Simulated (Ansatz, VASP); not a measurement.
## Ga in VASP and in Ansatz

```
Ga
1.0
     1.36431   -3.97208    0.00000
     1.36431    3.97208    0.00000
    -0.11586    0.00000    3.28492
Ga
2
Direct
  0.13100 0.86900 0.75000
  0.86900 0.13100 0.25000
```

Change from the starting cell: volume scaled by 0.96.

Alike in both runs: task single point; functional PBEsol; k mesh 10 × 10 × 8; occupations fermi-dirac, width 0.05 eV; no spin polarisation.

|  | VASP | Ansatz |
| --- | --- | --- |
| version | VASP 6.6.1 | Ansatz 0.2.0 |
| potentials or method | VASP PAW PBE potentials, release 64 (Ga_d), cutoff 520 eV | all-electron LAPW, scalar-relativistic |

```csv
,VASP,Ansatz,Ansatz less VASP
gap on the k mesh at the Fermi level (eV),none,none,-
pressure (GPa),0.4,0.5,+0.01
"traceless stress, the component that is largest in VASP (GPa)",-0.94,-0.93,+0.016
rms of the force components (eV/Å),0.123,0.123,-0.0006
```

VASP's potentials were made for PBE, not for PBEsol. Atom by atom the forces differ by 0.001 eV/Å (rms over components). A gap of «none» marks a metal or a gap that the smearing closes. Ansatz ran all-electron here, and VASP with PAW potentials.
